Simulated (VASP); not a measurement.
MgO, 2 atoms in the cell. The structure is cubic, space group Fm-3m (No. 225). Conventional cell: a = 4.078 Å, b = 4.078 Å, c = 4.078 Å, α = 90.00°, β = 90.00°, γ = 90.00°. Within 2.7 Å of Mg (site symmetry m-3m) lie 6 O at 2.04 Å. Within 2.7 Å of O (site symmetry m-3m) lie 6 Mg at 2.04 Å. 

* Program: VASP 6.6.1
* Task: G0W0 quasiparticle levels
* Functional: PBE
* Potentials or basis: VASP PAW PBE potentials, release 64 (Mg_GW, O_GW)
* Cutoff: 500 eV
* k mesh: 6 × 6 × 6
* Occupations: gaussian, width 0.01 eV
* Spin: no spin polarisation
* Dipole correction: no
* GW scheme: G0W0
* GW iterations: 1
* Cutoff of the response function: 150
* Frequency points: 96
* Empty bands: 70
* Further INCAR settings: ALGO = EVGW0; EDIFF = 1e-08; NBANDS = 74

Potentials or basis: VASP PAW PBE potentials, release 64 (Mg_GW, O_GW).

Launch:

```bash
$ cat potpaw_PBE.64/Mg_GW/POTCAR potpaw_PBE.64/O_GW/POTCAR > POTCAR
$ cp INCAR.step1 INCAR
$ mpirun -np 1 vasp_std > vasp.out
$ cp INCAR.step2 INCAR
$ mpirun -np 1 vasp_std > vasp.out
$ cp INCAR.step3 INCAR
$ mpirun -np 1 vasp_std > vasp.out
```

Hardware: 1 thread of Intel(R) Xeon(R) Platinum 8488C (Sapphire Rapids) (shared host).

Problem. Estimate the wall time of this run.

Solution. Wall time 2.3 min on 1 thread of Intel(R) Xeon(R) Platinum 8488C (Sapphire Rapids), with other jobs on the host, peak memory 0.31 GiB. Counts: k points 16.
